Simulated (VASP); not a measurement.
The system is BaTe.

```
Ba Te
1.0
     0.00000    3.45487    3.45487
     3.45487    0.00000    3.45487
     3.45487    3.45487    0.00000
Ba Te
1 1
Direct
  0.00000 0.00000 0.00000
  0.50000 0.50000 0.50000
```

This cell differs from its parent crystal: volume scaled by 1.04.

Base run:

- Program: VASP 6.6.1
- Functional: PBEsol
- Potentials or basis: VASP PAW PBE potentials, release 64 (Ba_sv, Te)
- Cutoff: 520 eV
- k mesh: 7 × 7 × 7
- Occupations: fermi-dirac, width 0.05 eV
- Spin: no spin polarisation

Its results: band gap on the k mesh 1.39 eV, indirect (least direct gap 1.78 eV); pressure 0.9 GPa.

Task: The run is repeated on the same cell with these changes: functional from PBEsol to r2SCAN. What comes out?

Result: Band gap on the k mesh 1.84 eV, indirect (least direct gap 2.22 eV); pressure 2.7 GPa.

r2SCAN gives the wider gap, since meta-GGAs in the generalised Kohn-Sham scheme recover part of the derivative discontinuity.

Caveats: the PAW data sets were made with another functional, which shifts forces and pressure a little; spin-orbit coupling is left out, which moves the levels of the heavy elements.

A k mesh can miss the band edges.
